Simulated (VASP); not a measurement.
Here is a VASP 6.6.1 calculation.

INCAR

```
  PREC = Accurate
  ENCUT = 520
  EDIFF = 1E-7
  ISMEAR = 0
  SIGMA = 0.1
  LREAL = False
  LASPH = True
  NELM = 100
  ALGO = Normal
  ISIF = 2
  LWAVE = False
  LCHARG = True
  GGA = PE
  LELF = True
  LVHAR = True
  NBANDS = 14
```

KPOINTS

```
Automatic mesh
0
Gamma
  20 20 20
```

Contents of POSCAR:

```
AlP2
1.0
   -1.6512093195      1.6512093195      5.2377502158
    1.6512093195     -1.6512093195      5.2377502158
    1.6512093195      1.6512093195     -5.2377502158
Al P
1 2
Direct
    0.0000000000      0.0000000000      0.0000000000
    0.6066766227      0.6066766227      0.0000000000
    0.3933233773      0.3933233773      0.0000000000
```

Potentials or basis: VASP PAW PBE potentials, release 64 (Al, P).

Launch:

```console
$ cat potpaw_PBE.64/Al/POTCAR potpaw_PBE.64/P/POTCAR > POTCAR
$ mpirun -np 1 vasp_std > vasp.out
```

(1) Estimate the pressure.

(2) Predict the band gap on the k mesh.

(3) Estimate the largest force.

## Answers

(1) -0.2 GPa.

(2) zero (an odd number of electrons rules out a gap without spin polarisation).

(3) 0.063 eV/Å.
